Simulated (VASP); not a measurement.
Write the native input for VASP 6.6.1 that does the following.

- Task: relaxation of cell and atoms
- Functional: PBEsol
- Potentials or basis: VASP PAW PBE potentials, release 64 (Te)
- Cutoff: 600 eV
- k mesh: 12 × 12 × 8
- Occupations: gaussian, width 0.1 eV
- Spin: no spin polarisation
- Dipole correction: no
- Further INCAR settings: ALGO = Normal; EDIFF = 1e-06; IBRION = 2; EDIFFG = -0.005; NSW = 100; ISIF = 3

The structure of Te lies in POSCAR:

```
Te
1.0
    4.3181346869      0.0000000000      0.0000000000
   -2.1590673435      3.7396143358      0.0000000000
    0.0000000000      0.0000000000      5.9563484347
Te
3
Direct
    0.2837731515      0.0000000000      0.3333333333
    0.0000000000      0.2837731515      0.6666666667
    0.7162268485      0.7162268485      0.0000000000
```

These files were run (other wordings do the same):

INCAR

```
SYSTEM = Te
  PREC = Accurate
  ENCUT = 600
  EDIFF = 1E-6
  ISMEAR = 0
  SIGMA = 0.1
  LREAL = .False.
  LASPH = .True.
  NELM = 80
  ALGO = Normal
  ISIF = 3
  LWAVE = .False.
  LCHARG = .False.
  GGA = PS
  IBRION = 2
  NSW = 100
  EDIFFG = -0.005
```

KPOINTS

```
Automatic mesh
0
Gamma
  12 12 8
  0 0 0
```

Potentials or basis: VASP PAW PBE potentials, release 64 (Te).

The run is started by

```console
$ cat potpaw_PBE.64/Te/POTCAR > POTCAR
$ mpirun -np 1 vasp_std > vasp.out
```

Results of the run:

```json
{
  "Relaxed volume": "32.01 Å³/atom",
  "Relaxed cell": "a = 4.313 Å, b = 4.313 Å, c = 5.962 Å, α = 90.00°, β = 90.00°, γ = 120.00°",
  "Space group after relaxing (to 0.1 Å)": "P3_121 (No. 152)",
  "Energy gained by relaxing": "0.1 meV/atom",
  "Ionic steps": "7",
  "Pressure after relaxing": "0.0 GPa",
  "Band gap on the k mesh": "zero (filled and empty bands touch)"
}
```

Caveat: the PAW data sets were made with another functional, which shifts forces and pressure a little; spin-orbit coupling is left out, which moves the levels of the heavy elements.

It took 8.1 min on 1 thread of Oxide Virtual Turin-like Processor, with other jobs on the host, peak memory 0.33 GiB.
